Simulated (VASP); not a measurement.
# Al2P3 (P4/mbm) in VASP: notebook

The runs below take Al2P3 through single point, relaxation of cell and atoms, with PBE.

Everything below comes from runs of VASP 6.6.1. Logs are shortened: lines on timing, memory, paths and dates and some standing lists are left out, and cuts for length are marked.

**1. The cell of the first run**

Symmetry: P4/mbm, No. 127, tetragonal system. Conventional cell: a = 7.203 Å, b = 7.203 Å, c = 2.959 Å, α = 90.00°, β = 90.00°, γ = 90.00°. Al (site symmetry m2m) has 8 P at 2.53 to 2.73 Å and 3 Al at 2.96 to 3.12 Å within 3.3 Å. Within 3.6 Å of P (site symmetry 4/m) lie 4 Al at 2.73 Å and 10 P at 2.96 to 3.13 Å. P (site symmetry m2m) has 6 Al at 2.53 to 2.61 Å and 7 P at 2.96 to 3.13 Å within 3.3 Å.

**2. Single point, PBE**

File INCAR:

```
SYSTEM = Al2P3
  PREC = Accurate
  ENCUT = 520
  EDIFF = 1E-6
  ISMEAR = 0
  SIGMA = 0.1
  LREAL = .False.
  LASPH = .True.
  NELM = 100
  ALGO = Normal
  ISIF = 2
  LWAVE = .False.
  LCHARG = .False.
  GGA = PE
  NBANDS = 32
```

File KPOINTS:

```
Automatic mesh
0
Gamma
  4 4 6
  0 0 0
```

File POSCAR:

```
Al2P3
1.0
    7.2029592720      0.0000000000      0.0000000000
    0.0000000000      7.2029592720      0.0000000000
    0.0000000000      0.0000000000      2.9590540959
Al P
4 6
Direct
    0.8467856703      0.3467856703      0.0000000000
    0.6532143297      0.8467856703      0.0000000000
    0.1532143297      0.6532143297      0.0000000000
    0.3467856703      0.1532143297      0.0000000000
    0.5000000000      0.5000000000      0.0000000000
    0.0000000000      0.0000000000      0.0000000000
    0.6455779572      0.1455779572      0.5000000000
    0.8544220428      0.6455779572      0.5000000000
    0.3544220428      0.8544220428      0.5000000000
    0.1455779572      0.3544220428      0.5000000000
```

Potentials or basis: VASP PAW PBE potentials, release 64 (Al, P).

Command:

```console
> cat potpaw_PBE.64/Al/POTCAR potpaw_PBE.64/P/POTCAR > POTCAR
> mpirun -np 1 vasp_std > vasp.out
```

OUTCAR:

```text
SYSTEM = Al2P3
   PREC = Accurate
   ENCUT = 520
   EDIFF = 1E-6
   ISMEAR = 0
   LREAL = .False.
   LASPH = .True.
   NELM = 100
   ISIF = 2
   GGA = PE

 ion  position               nearest neighbor table
   1  0.847  0.347  0.000-   7 2.53   7 2.53  10 2.61   8 2.61   8 2.61  10 2.61   5 2.73   6 2.73
                             3 3.12
   2  0.653  0.847  0.000-   8 2.53   8 2.53   9 2.61   7 2.61   7 2.61   9 2.61   5 2.73   6 2.73
                             4 3.12
   3  0.153  0.653  0.000-   9 2.53   9 2.53  10 2.61   8 2.61   8 2.61  10 2.61   5 2.73   6 2.73
                             1 3.12
   4  0.347  0.153  0.000-  10 2.53  10 2.53   7 2.61   7 2.61   9 2.61   9 2.61   5 2.73   6 2.73
                             2 3.12
   5  0.500  0.500  0.000-   1 2.73   2 2.73   3 2.73   4 2.73
   6  0.000  0.000  0.000-   1 2.73   2 2.73   3 2.73   4 2.73
   7  0.646  0.146  0.500-   1 2.53   1 2.53   4 2.61   2 2.61   2 2.61   4 2.61
   8  0.854  0.646  0.500-   2 2.53   2 2.53   3 2.61   1 2.61   1 2.61   3 2.61
   9  0.354  0.854  0.500-   3 2.53   3 2.53   4 2.61   2 2.61   2 2.61   4 2.61
  10  0.146  0.354  0.500-   4 2.53   4 2.53   1 2.61   1 2.61   3 2.61   3 2.61

  LATTYP: Found a simple tetragonal cell.
 ALAT       =     7.2029592720
 C/A-ratio  =     0.4108108882

  Lattice vectors:

 A1 = (   7.2029592720,   0.0000000000,   0.0000000000)
 A2 = (   0.0000000000,   7.2029592720,   0.0000000000)
 A3 = (   0.0000000000,   0.0000000000,   2.9590540959)

Analysis of symmetry for initial positions (statically):
=====================================================================
 Subroutine PRICEL returns:
 Original cell was already a primitive cell.

 Routine SETGRP: Setting up the symmetry group for a
 simple tetragonal supercell.

 Subroutine GETGRP returns: Found 16 space group operations
 (whereof  8 operations were pure point group operations)
 out of a pool of 16 trial point group operations.

The static configuration has the point symmetry C_4h.
 The point group associated with its full space group is D_4h.

Analysis of symmetry for dynamics (positions and initial velocities):
=====================================================================
 Subroutine PRICEL returns:
 Original cell was already a primitive cell.

 Routine SETGRP: Setting up the symmetry group for a
 simple tetragonal supercell.

 Subroutine GETGRP returns: Found 16 space group operations
 (whereof  8 operations were pure point group operations)
 out of a pool of 16 trial point group operations.

The dynamic configuration has the point symmetry C_4h.
 The point group associated with its full space group is D_4h.

 Subroutine INISYM returns: Found 16 space group operations
 (whereof  8 operations are pure point group operations),
 and found     1 'primitive' translations

----------------------------------------------------------------------------------------

                                     Primitive cell

  volume of cell :     153.5235

  direct lattice vectors                    reciprocal lattice vectors
     7.202959272  0.000000000  0.000000000     0.138831828  0.000000000  0.000000000
     0.000000000  7.202959272  0.000000000     0.000000000  0.138831828  0.000000000
     0.000000000  0.000000000  2.959054096     0.000000000  0.000000000  0.337945833

  length of vectors
     7.202959272  7.202959272  2.959054096     0.138831828  0.138831828  0.337945833

  position of ions in fractional coordinates (direct lattice)
     0.846785670  0.346785670  0.000000000
     0.653214330  0.846785670  0.000000000
     0.153214330  0.653214330  0.000000000
     0.346785670  0.153214330  0.000000000
     0.500000000  0.500000000  0.000000000
     0.000000000  0.000000000  0.000000000
     0.645577957  0.145577957  0.500000000
     0.854422043  0.645577957  0.500000000
     0.354422043  0.854422043  0.500000000
     0.145577957  0.354422043  0.500000000

  ion indices of the primitive-cell ions
   primitive index   ion index
                 1           1
                 2           2
                 3           3
                 4           4
                 5           5
                 6           6
                 7           7
                 8           8
                 9           9
                10          10

----------------------------------------------------------------------------------------

 KPOINTS: Automatic mesh

Automatic generation of k-mesh.
 Grid dimensions read from file:
 generate k-points for:    4    4    6

 Generating k-lattice:

  Cartesian coordinates                     Fractional coordinates (reciprocal lattice)
     0.034707957  0.000000000  0.000000000     0.250000000  0.000000000  0.000000000
     0.000000000  0.034707957  0.000000000     0.000000000  0.250000000  0.000000000
     0.000000000  0.000000000  0.056324305     0.000000000  0.000000000  0.166666667

  Length of vectors
     0.034707957  0.034707957  0.056324305

  Shift w.r.t. Gamma in fractional coordinates (k-lattice)
     0.000000000  0.000000000  0.000000000

 Subroutine IBZKPT returns following result:
 ===========================================

 Found     24 irreducible k-points:

 Following reciprocal coordinates:
            Coordinates               Weight
  0.000000  0.000000  0.000000      1.000000
  0.250000  0.000000  0.000000      4.000000
  0.500000  0.000000  0.000000      2.000000
  0.250000  0.250000  0.000000      4.000000
  0.500000  0.250000  0.000000      4.000000
  0.500000  0.500000  0.000000      1.000000
[... 16 lines left out ...]
  0.500000  0.250000  0.500000      4.000000
  0.500000  0.500000  0.500000      1.000000
   k-points           NKPTS =     24   k-points in BZ     NKDIM =     24   number of bands    NBANDS=     32
   number of dos      NEDOS =    301   number of ions     NIONS =     10
   total plane-waves  NPLWV =  69984
   dimension x,y,z NGX =    54 NGY =   54 NGZ =   24
   dimension x,y,z NGXF=   108 NGYF=  108 NGZF=   48
   ions per type =               4   6
   NGX,Y,Z   is equivalent  to a cutoff of  12.46, 12.46, 13.48 a.u.
   NGXF,Y,Z  is equivalent  to a cutoff of  24.93, 24.93, 26.97 a.u.
 SYSTEM =  Al2P3
   PREC   = accura    normal or accurate (medium, high low for compatibility)
   ISTART =      0    job   : 0-new  1-cont  2-samecut
   ICHARG =      2    charge: 1-file 2-atom 10-const
   ISPIN  =      1    spin polarized calculation?
   LNONCOLLINEAR =      F non collinear calculations
   LSORBIT =      F    spin-orbit coupling
   LASPH  =      T    aspherical Exc in radial PAW
   ENCUT  =  520.0 eV  38.22 Ry    6.18 a.u.  13.39 13.39  5.50*2*pi/ulx,y,z
   NELM   =    100;   NELMIN=  2; NELMDL= -5     # of ELM steps
   EDIFF  = 0.1E-05   stopping-criterion for ELM
   LREAL  =      F    real-space projection
   EDIFFG = 0.1E-04   stopping-criterion for IOM
   NSW    =      0    number of steps for IOM
   IBRION =     -1    ionic relax: 0-MD 1-quasi-New 2-CG
   NFREE  =      0    steps in history (QN), initial steepest desc. (CG)
   ISIF   =      2    stress and relaxation
   ISYM   =      2    0-nonsym 1-usesym 2-fastsym
   POTIM  = 0.5000    time-step for ionic-motion
   TEBEG  =    0.0;   TEEND  =   0.0 temperature during run
   PSTRESS=    0.0 pullay stress
   NELECT =      42.0000    total number of electrons
   NUPDOWN=      -1.0000    fix difference up-down
   EMIN   =  10.00;   EMAX   =-10.00  energy-range for DOS
   EFERMI =   0.00;   METHOD = LEGACY
   ISMEAR =     0;   SIGMA  =   0.10  broadening in eV -4-tet -1-fermi 0-gaus
   EFERMI_NEDOS =   21; number of points for ismear=-14 and -15
   IALGO  =     38    algorithm
   IMIX   =      4    mixing-type and parameters
     AMIX     =   0.40;   BMIX     =  1.00
     AMIX_MAG =   1.60;   BMIX_MAG =  1.00
  volume/ion in A,a.u.               =      15.35       103.60
  Fermi-wavevector in a.u.,A,eV,Ry     =   1.062755  2.008315 15.367064  1.129447
  Thomas-Fermi vector in A             =   2.198216
   LORBIT       =      0    0 simple, 1 ext, 2 COOP (PROOUT), +10 PAW based schemes
   GGA     = PE    functional components
   LHFCALC =     F    Hartree Fock is set to
   AEXX    =    0.0000 exact exchange contribution
   IVDW    =     0    specifies the selected vdW correction
   LEPSILON=     F    determine dielectric tensor
   LRPA    =     F    only Hartree local field effects (RPA)
 non-spin polarized calculation
 Gauss-broadening in eV      SIGMA  =   0.10
  energy-cutoff  :      520.00
  volume of cell :      153.52
 maximum number of plane-waves:      4163
 NGX is ok and might be reduce to    54
   NGX = 27   NGY = 27   NGZ = 11

 number of electron      41.9999998 magnetization

 Free energy of the ion-electron system (eV)
  ---------------------------------------------------
  ext. energy  EPLUGINS =         0.00000000
  ---------------------------------------------------
  free energy    TOTEN  =       -45.50291577 eV

  energy without entropy =      -45.46818818  energy(sigma->0) =      -45.48555197

 E-fermi :   8.5496     XC(G=0): -10.8564

 val. band max:        8.5416617633   @ k =   0.2500   0.2500   0.1667
 cond. band min:       8.5518250457   @ k =   0.2500   0.0000   0.3333
 fundamental gap:      0.0101632824
 Fermi energy:         8.5495971692

 k-point     1 :       0.0000    0.0000    0.0000
  band No.  band energies     occupation
      1      -5.7215      2.00000
      2      -3.9257      2.00000
      3      -3.3045      2.00000
      4      -3.3045      2.00000
      5      -2.9202      2.00000
      6      -1.3938      2.00000
[... 24 lines left out ...]
     31      14.2693      0.00000
     32      15.4463      0.00000

 k-point     2 :       0.2500    0.0000    0.0000
  band No.  band energies     occupation
      1      -5.5660      2.00000
      2      -4.4147      2.00000
      3      -3.4261      2.00000
      4      -3.2758      2.00000
      5      -2.2910      2.00000
      6      -1.6631      2.00000
[... 762 lines left out ...]
 k-point    24 :       0.5000    0.5000    0.5000
  band No.  band energies     occupation
      1      -1.8662      2.00000
      2      -1.8662      2.00000
      3      -1.0293      2.00000
      4      -1.0293      2.00000
      5      -0.6966      2.00000
      6      -0.6966      2.00000
[... 24 lines left out ...]
     31      12.3066      0.00000
     32      12.3066      0.00000

------------------------ aborting loop because EDIFF is reached ----------------------------------------

  FORCE on cell =-STRESS in cart. coord.  units (eV):
  Direction    XX          YY          ZZ          XY          YZ          ZX
  --------------------------------------------------------------------------------------
  -------------------------------------------------------------------------------------
  Total       -0.3198325     -0.3198325      0.0086734      0.0000000     -0.0000000      0.0000000
  in kB       -3.3377851     -3.3377851      0.0905162      0.0000000     -0.0000000      0.0000000
  external PRESSURE =      -2.1950180 kB  Pullay stress =       0.0000000 kB

 VOLUME and BASIS-vectors are now :
 -----------------------------------------------------------------------------
  energy-cutoff  :      520.00
  volume of cell :      153.52
      direct lattice vectors                 reciprocal lattice vectors
     7.202959272  0.000000000  0.000000000     0.138831828  0.000000000  0.000000000
     0.000000000  7.202959272  0.000000000     0.000000000  0.138831828  0.000000000
     0.000000000  0.000000000  2.959054096     0.000000000  0.000000000  0.337945833

 POSITION                                       TOTAL-FORCE (eV/Angst)
 -----------------------------------------------------------------------------------
      6.09936      2.49788      0.00000         0.000050      0.000050      0.000000
      4.70508      6.09936      0.00000        -0.000050      0.000050     -0.000000
      1.10360      4.70508      0.00000        -0.000050     -0.000050      0.000000
      2.49788      1.10360      0.00000         0.000050     -0.000050      0.000000
      3.60148      3.60148      0.00000         0.000000      0.000000      0.000000
      0.00000      0.00000      0.00000         0.000000      0.000000      0.000000
      4.65007      1.04859      1.47953         0.000074      0.000074      0.000000
      6.15437      4.65007      1.47953        -0.000074      0.000074      0.000000
      2.55289      6.15437      1.47953        -0.000074     -0.000074      0.000000
      1.04859      2.55289      1.47953         0.000074     -0.000074     -0.000000
 -----------------------------------------------------------------------------------
    total drift:                                0.000000     -0.000000      0.000000

  FREE ENERGIE OF THE ION-ELECTRON SYSTEM (eV)
  ---------------------------------------------------
  free  energy   TOTEN  =       -45.5029157659 eV

  energy  without entropy=      -45.4681881801  energy(sigma->0) =      -45.48555197
```

Run time: 1.7 min. Hardware: 1 thread of Intel Xeon Platinum 8488C (Sapphire Rapids), shared host; peak memory 0.29 GiB.

What came out:

```
Free energy            : -45.5029 eV
Pressure               : -0.2 GPa
Band gap on the k mesh : zero (band 21 reaches 10.60 eV, above the bottom of band 22 at 6.77 eV)
```

Levels at points of the mesh, in eV from the Fermi level:
| k point | band 19 | band 20 | band 21 | band 22 | band 23 | band 24 |
| --- | --- | --- | --- | --- | --- | --- |
| (0.00, 0.00, 0.00) | 0.41 | 0.90 | 1.28 | 1.56 | 1.95 | 2.10 |
| (0.50, 0.00, 0.00) | 0.86 | 0.86 | 2.05 | 2.05 | 2.53 | 2.53 |
| (0.50, 0.50, 0.00) | 1.53 | 1.53 | 1.75 | 1.75 | 3.05 | 3.05 |
| (0.00, 0.00, 0.50) | -1.46 | -0.22 | -0.01 | -0.01 | 0.16 | 0.16 |
| (0.50, 0.00, 0.50) | -1.59 | -1.59 | -1.37 | -1.37 | -0.06 | -0.06 |
| (0.50, 0.50, 0.50) | -2.22 | -2.22 | -1.78 | -1.78 | -0.70 | -0.70 |

(Part 1 of 3 ends here.)
